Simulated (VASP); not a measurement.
# AlGeIr3 (Pm-3m) in VASP: single point with PBE

Aim: the single point of AlGeIr3 with PBE.

Everything below comes from runs of VASP 6.6.1. Logs are shortened: lines on timing, memory, paths and dates and some standing lists are left out, and cuts for length are marked.

## 1. The cell of the first run

It takes space group Pm-3m (No. 221, cubic). Conventional cell: a = 4.401 Å, b = 4.401 Å, c = 4.401 Å, α = 90.00°, β = 90.00°, γ = 90.00°. Within 4.1 Å of Al (site symmetry m-3m) lie 12 Ir at 3.11 Å and 8 Ge at 3.81 Å. Ge (site symmetry m-3m) has 6 Ir at 2.20 Å within 2.9 Å. Ir (site symmetry 4/mmm) has 2 Ge at 2.20 Å within 2.9 Å.

## 2. Single point, PBE

INCAR

```
SYSTEM = AlGeIr3
  ALGO = Normal
  EDIFF = 1E-6
  ENCUT = 520
  GGA = PE
  ISIF = 2
  ISMEAR = 0
  LASPH = .True.
  LCHARG = .True.
  LELF = .True.
  LREAL = .False.
  LVHAR = .True.
  LWAVE = .False.
  NBANDS = 30
  NELM = 100
  PREC = Accurate
  SIGMA = 0.1
```

KPOINTS

```
k-points
0
Gamma
  4 4 4
  0 0 0
```

POSCAR

```
AlGeIr3
1.0
    4.4007431600      0.0000000000      0.0000000000
    0.0000000000      4.4007431600      0.0000000000
    0.0000000000      0.0000000000      4.4007431600
Al Ge Ir
1 1 3
Direct
    0.5000000000      0.5000000000      0.5000000000
    0.0000000000      0.0000000000      0.0000000000
    0.5000000000      0.0000000000      0.0000000000
    0.0000000000      0.5000000000      0.0000000000
    0.0000000000      0.0000000000      0.5000000000
```

Potentials or basis: VASP PAW PBE potentials, release 64 (Al, Ge_d, Ir).

Command:

```
$ cat potpaw_PBE.64/Al/POTCAR potpaw_PBE.64/Ge_d/POTCAR potpaw_PBE.64/Ir/POTCAR > POTCAR
$ mpirun -np 1 vasp_std > vasp.out
```

OUTCAR:

```text
SYSTEM = AlGeIr3
   EDIFF = 1E-6
   ENCUT = 520
   GGA = PE
   ISIF = 2
   ISMEAR = 0
   LASPH = .True.
   LREAL = .False.
   NELM = 100
   PREC = Accurate

 ion  position               nearest neighbor table
   1  0.500  0.500  0.500-   3 3.11   4 3.11   5 3.11   3 3.11   4 3.11   3 3.11   5 3.11   3 3.11
                             4 3.11   5 3.11   4 3.11   5 3.11
   2  0.000  0.000  0.000-   3 2.20   4 2.20   5 2.20   5 2.20   4 2.20   3 2.20
   3  0.500  0.000  0.000-   2 2.20   2 2.20   4 3.11   5 3.11   1 3.11   5 3.11   1 3.11   4 3.11
                             1 3.11   1 3.11   4 3.11   5 3.11   5 3.11   4 3.11
   4  0.000  0.500  0.000-   2 2.20   2 2.20   3 3.11   5 3.11   1 3.11   5 3.11   1 3.11   3 3.11
                             5 3.11   5 3.11   1 3.11   3 3.11   1 3.11   3 3.11
   5  0.000  0.000  0.500-   2 2.20   2 2.20   3 3.11   4 3.11   1 3.11   3 3.11   4 3.11   1 3.11
                             4 3.11   4 3.11   1 3.11   3 3.11   3 3.11   1 3.11

  LATTYP: Found a simple cubic cell.
 ALAT       =     4.4007431600

  Lattice vectors:

 A1 = (   4.4007431600,   0.0000000000,   0.0000000000)
 A2 = (   0.0000000000,   4.4007431600,   0.0000000000)
 A3 = (   0.0000000000,   0.0000000000,   4.4007431600)

Analysis of symmetry for initial positions (statically):
=====================================================================
 Subroutine PRICEL returns:
 Original cell was already a primitive cell.

 Routine SETGRP: Setting up the symmetry group for a
 simple cubic supercell.

 Subroutine GETGRP returns: Found 48 space group operations
[... 9 lines left out ...]

 Routine SETGRP: Setting up the symmetry group for a
 simple cubic supercell.

 Subroutine GETGRP returns: Found 48 space group operations
[... 11 lines left out ...]
                                     Primitive cell

  volume of cell :      85.2272

  direct lattice vectors                    reciprocal lattice vectors
     4.400743160  0.000000000  0.000000000     0.227234347  0.000000000  0.000000000
     0.000000000  4.400743160  0.000000000     0.000000000  0.227234347  0.000000000
     0.000000000  0.000000000  4.400743160     0.000000000  0.000000000  0.227234347

  length of vectors
     4.400743160  4.400743160  4.400743160     0.227234347  0.227234347  0.227234347

  position of ions in fractional coordinates (direct lattice)
     0.500000000  0.500000000  0.500000000
     0.000000000  0.000000000  0.000000000
     0.500000000  0.000000000  0.000000000
     0.000000000  0.500000000  0.000000000
     0.000000000  0.000000000  0.500000000

  ion indices of the primitive-cell ions
   primitive index   ion index
                 1           1
                 2           2
                 3           3
                 4           4
                 5           5

----------------------------------------------------------------------------------------

 KPOINTS: k-points

Automatic generation of k-mesh.
 Grid dimensions read from file:
 generate k-points for:    4    4    4

 Generating k-lattice:

  Cartesian coordinates                     Fractional coordinates (reciprocal lattice)
     0.056808587  0.000000000  0.000000000     0.250000000  0.000000000  0.000000000
     0.000000000  0.056808587  0.000000000     0.000000000  0.250000000  0.000000000
     0.000000000  0.000000000  0.056808587     0.000000000  0.000000000  0.250000000

  Length of vectors
     0.056808587  0.056808587  0.056808587

  Shift w.r.t. Gamma in fractional coordinates (k-lattice)
     0.000000000  0.000000000  0.000000000

 Subroutine IBZKPT returns following result:
 ===========================================

 Found     10 irreducible k-points:

 Following reciprocal coordinates:
            Coordinates               Weight
  0.000000  0.000000  0.000000      1.000000
  0.250000  0.000000  0.000000      6.000000
  0.500000  0.000000  0.000000      3.000000
  0.250000  0.250000  0.000000     12.000000
  0.500000  0.250000  0.000000     12.000000
  0.500000  0.500000  0.000000      3.000000
  0.250000  0.250000  0.250000      8.000000
  0.500000  0.250000  0.250000     12.000000
  0.500000  0.500000  0.250000      6.000000
  0.500000  0.500000  0.500000      1.000000
   k-points           NKPTS =     10   k-points in BZ     NKDIM =     10   number of bands    NBANDS=     30
   number of dos      NEDOS =    301   number of ions     NIONS =      5
   total plane-waves  NPLWV =  46656
   dimension x,y,z NGX =    36 NGY =   36 NGZ =   36
   dimension x,y,z NGXF=    72 NGYF=   72 NGZF=   72
   ions per type =               1   1   3
   NGX,Y,Z   is equivalent  to a cutoff of  13.60, 13.60, 13.60 a.u.
   NGXF,Y,Z  is equivalent  to a cutoff of  27.20, 27.20, 27.20 a.u.
 SYSTEM =  AlGeIr3
   PREC   = accura    normal or accurate (medium, high low for compatibility)
   ISTART =      0    job   : 0-new  1-cont  2-samecut
   ICHARG =      2    charge: 1-file 2-atom 10-const
   ISPIN  =      1    spin polarized calculation?
   LNONCOLLINEAR =      F non collinear calculations
   LSORBIT =      F    spin-orbit coupling
   LASPH  =      T    aspherical Exc in radial PAW
   ENCUT  =  520.0 eV  38.22 Ry    6.18 a.u.   8.18  8.18  8.18*2*pi/ulx,y,z
   NELM   =    100;   NELMIN=  2; NELMDL= -5     # of ELM steps
   EDIFF  = 0.1E-05   stopping-criterion for ELM
   LREAL  =      F    real-space projection
   EDIFFG = 0.1E-04   stopping-criterion for IOM
   NSW    =      0    number of steps for IOM
   IBRION =     -1    ionic relax: 0-MD 1-quasi-New 2-CG
   NFREE  =      0    steps in history (QN), initial steepest desc. (CG)
   ISIF   =      2    stress and relaxation
   ISYM   =      2    0-nonsym 1-usesym 2-fastsym
   POTIM  = 0.5000    time-step for ionic-motion
   TEBEG  =    0.0;   TEEND  =   0.0 temperature during run
   PSTRESS=    0.0 pullay stress
   NELECT =      44.0000    total number of electrons
   NUPDOWN=      -1.0000    fix difference up-down
   EMIN   =  10.00;   EMAX   =-10.00  energy-range for DOS
   EFERMI =   0.00;   METHOD = LEGACY
   ISMEAR =     0;   SIGMA  =   0.10  broadening in eV -4-tet -1-fermi 0-gaus
   EFERMI_NEDOS =   21; number of points for ismear=-14 and -15
   IALGO  =     38    algorithm
   IMIX   =      4    mixing-type and parameters
     AMIX     =   0.40;   BMIX     =  1.00
     AMIX_MAG =   1.60;   BMIX_MAG =  1.00
  volume/ion in A,a.u.               =      17.05       115.03
  Fermi-wavevector in a.u.,A,eV,Ry     =   1.313307  2.481791 23.467004  1.724776
  Thomas-Fermi vector in A             =   2.443639
   LORBIT       =      0    0 simple, 1 ext, 2 COOP (PROOUT), +10 PAW based schemes
   GGA     = PE    functional components
   LHFCALC =     F    Hartree Fock is set to
   AEXX    =    0.0000 exact exchange contribution
   IVDW    =     0    specifies the selected vdW correction
   LEPSILON=     F    determine dielectric tensor
   LRPA    =     F    only Hartree local field effects (RPA)
 non-spin polarized calculation
 Gauss-broadening in eV      SIGMA  =   0.10
  energy-cutoff  :      520.00
  volume of cell :       85.23
 maximum number of plane-waves:      2320
 NGX is ok and might be reduce to    36
   NGX = 17   NGY = 17   NGZ = 17

 number of electron      44.0000014 magnetization

 Free energy of the ion-electron system (eV)
  ---------------------------------------------------
  ext. energy  EPLUGINS =         0.00000000
  ---------------------------------------------------
  free energy    TOTEN  =       -29.90135760 eV

  energy without entropy =      -29.89306891  energy(sigma->0) =      -29.89721326

 E-fermi :   7.5166     XC(G=0): -11.8885

 val. band max:        7.4856604544   @ k =   0.2500   0.2500   0.2500
 cond. band min:       7.7642269501   @ k =   0.0000   0.0000   0.0000
 fundamental gap:      0.2785664956
 Fermi energy:         7.5165826781

 k-point     1 :       0.0000    0.0000    0.0000
  band No.  band energies     occupation
      1     -17.7236      2.00000
      2     -17.7236      2.00000
      3     -17.5224      2.00000
      4     -17.5224      2.00000
      5     -17.5224      2.00000
      6      -6.0320      2.00000
[... 22 lines left out ...]
     29      11.2276      0.00000
     30      11.2276      0.00000

 k-point     2 :       0.2500    0.0000    0.0000
  band No.  band energies     occupation
      1     -17.7234      2.00000
      2     -17.6755      2.00000
      3     -17.5223      2.00000
      4     -17.5159      2.00000
      5     -17.5159      2.00000
      6      -5.5707      2.00000
[... 22 lines left out ...]
     29      11.7509      0.00000
     30      13.4368      0.00000

 k-point     3 :       0.5000    0.0000    0.0000
  band No.  band energies     occupation
      1     -17.7233      2.00000
      2     -17.6273      2.00000
      3     -17.5221      2.00000
      4     -17.5094      2.00000
      5     -17.5094      2.00000
      6      -4.9307      2.00000
[... 22 lines left out ...]
     29      12.3259      0.00000
     30      13.5355      0.00000

 k-point     4 :       0.2500    0.2500    0.0000
  band No.  band energies     occupation
      1     -17.6998      2.00000
      2     -17.6500      2.00000
      3     -17.5158      2.00000
      4     -17.5158      2.00000
      5     -17.5095      2.00000
      6      -5.0964      2.00000
[... 22 lines left out ...]
     29      11.9609      0.00000
     30      14.2389      0.00000

 k-point     5 :       0.5000    0.2500    0.0000
  band No.  band energies     occupation
      1     -17.6934      2.00000
      2     -17.6073      2.00000
      3     -17.5157      2.00000
      4     -17.5093      2.00000
      5     -17.5031      2.00000
      6      -4.4167      2.00000
[... 22 lines left out ...]
     29      13.2743      0.00000
     30      14.3061      0.00000
[... 64 lines left out ...]
     29      13.8547      0.00000
     30      14.3079      0.00000

 k-point     8 :       0.5000    0.2500    0.2500
  band No.  band energies     occupation
      1     -17.6499      2.00000
      2     -17.6001      2.00000
      3     -17.5093      2.00000
      4     -17.5030      2.00000
      5     -17.5030      2.00000
      6      -3.8942      2.00000
[... 22 lines left out ...]
     29      14.1482      0.00000
     30      14.9015      0.00000

 k-point     9 :       0.5000    0.5000    0.2500
  band No.  band energies     occupation
      1     -17.6253      2.00000
      2     -17.5737      2.00000
      3     -17.5029      2.00000
      4     -17.5029      2.00000
      5     -17.4967      2.00000
      6      -3.0389      2.00000
[... 22 lines left out ...]
     29      15.4464      0.00000
     30      15.7337      0.00000

 k-point    10 :       0.5000    0.5000    0.5000
  band No.  band energies     occupation
      1     -17.5736      2.00000
      2     -17.5736      2.00000
      3     -17.4966      2.00000
      4     -17.4966      2.00000
      5     -17.4966      2.00000
      6      -1.8432      2.00000
[... 22 lines left out ...]
     29      17.0801      0.00000
     30      17.0801      0.00000

------------------------ aborting loop because EDIFF is reached ----------------------------------------

  FORCE on cell =-STRESS in cart. coord.  units (eV):
  Direction    XX          YY          ZZ          XY          YZ          ZX
  --------------------------------------------------------------------------------------
  -------------------------------------------------------------------------------------
  Total        8.3098775      8.3098775      8.3098775     -0.0000000     -0.0000000     -0.0000000
  in kB      156.2165834    156.2165834    156.2165834     -0.0000000     -0.0000000     -0.0000000
  external PRESSURE =     156.2165834 kB  Pullay stress =       0.0000000 kB

 VOLUME and BASIS-vectors are now :
 -----------------------------------------------------------------------------
  energy-cutoff  :      520.00
  volume of cell :       85.23
      direct lattice vectors                 reciprocal lattice vectors
     4.400743160  0.000000000  0.000000000     0.227234347  0.000000000  0.000000000
     0.000000000  4.400743160  0.000000000     0.000000000  0.227234347  0.000000000
     0.000000000  0.000000000  4.400743160     0.000000000  0.000000000  0.227234347

 POSITION                                       TOTAL-FORCE (eV/Angst)
 -----------------------------------------------------------------------------------
      2.20037      2.20037      2.20037         0.000000      0.000000      0.000000
      0.00000      0.00000      0.00000         0.000000      0.000000      0.000000
      2.20037      0.00000      0.00000         0.000000      0.000000      0.000000
      0.00000      2.20037      0.00000         0.000000      0.000000      0.000000
      0.00000      0.00000      2.20037         0.000000      0.000000      0.000000
 -----------------------------------------------------------------------------------
    total drift:                               -0.000000     -0.000000     -0.000000

  FREE ENERGIE OF THE ION-ELECTRON SYSTEM (eV)
  ---------------------------------------------------
  free  energy   TOTEN  =       -29.9013576005 eV

  energy  without entropy=      -29.8930689115  energy(sigma->0) =      -29.89721326
```

Wall time 72 s (1 thread of AMD EPYC 7R13, shared host); peak memory 0.18 GiB.

Results:

```yaml
Free_energy: -29.9014 eV
Pressure: 15.6 GPa
Band_gap_on_the_k_mesh: zero (band 22 reaches 7.49 eV, above the bottom of band 23 at 7.37 eV)
```

Levels at points of the mesh, in eV from the Fermi level:
| k point | band 18 | band 19 | band 20 | band 21 | band 22 | band 23 | band 24 | band 25 | band 26 | band 27 |
| --- | --- | --- | --- | --- | --- | --- | --- | --- | --- | --- |
| (0.00, 0.00, 0.00) | -1.56 | -1.56 | -1.56 | -0.14 | -0.14 | -0.14 | 0.25 | 2.32 | 2.67 | 2.67 |
| (0.50, 0.00, 0.00) | -1.97 | -1.69 | -1.69 | -1.10 | -0.14 | 1.20 | 1.67 | 1.67 | 3.50 | 3.79 |
| (0.50, 0.50, 0.00) | -2.18 | -1.82 | -1.53 | -0.86 | -0.60 | 0.36 | 0.36 | 3.30 | 4.05 | 4.13 |
| (0.50, 0.50, 0.50) | -1.92 | -1.92 | -0.99 | -0.99 | -0.13 | -0.13 | -0.13 | 1.33 | 1.55 | 1.55 |

Caveat: spin-orbit coupling is left out, which moves the levels of the heavy elements.
